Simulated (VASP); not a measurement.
## TiC: single point with r2SCAN

TiC:

```
Ti C
1.0
     0.00000    2.16400    2.16400
     2.16400    0.00000    2.16400
     2.16400    2.16400    0.00000
Ti C
1 1
Cartesian
  0.0000 0.0000 0.0000
  2.1640 2.1640 2.1640
```

| Item | Value |
| --- | --- |
| Program | VASP 6.6.1 |
| Task | single point |
| Functional | r2SCAN |
| Potentials or basis | VASP PAW PBE potentials, release 64 (Ti_sv, C) |
| Cutoff | 520 eV |
| k mesh | 16 × 16 × 16 |
| Occupations | gaussian, width 0.1 eV |
| Spin | no spin polarisation |
| Dipole correction | no |
| Further INCAR settings | ALGO = Normal; EDIFF = 1e-07; NBANDS = 15 |

| Property | Result |
| --- | --- |
| Pressure | 0.9 GPa |
| Band gap on the k mesh | zero (band 8 reaches 10.38 eV, above the bottom of band 9 at 9.06 eV) |

Levels at points of the mesh, in eV from the Fermi level:
```tsv
k point	band 6	band 7	band 8	band 9	band 10	band 11
(0.00, 0.00, 0.00)	0.87	0.87	0.87	1.67	1.67	1.67
(0.50, 0.00, 0.00)	-6.10	-3.13	-3.13	3.16	3.16	4.40
(0.50, 0.50, 0.00)	-3.68	-1.52	-0.14	-0.14	2.75	3.79
```

It took 3.9 min on 1 thread of AMD EPYC 7R13 Processor (Zen 3), with other jobs on the host, peak memory 0.15 GiB.

Caveat: the PAW data sets were made with another functional, which shifts forces and pressure a little.
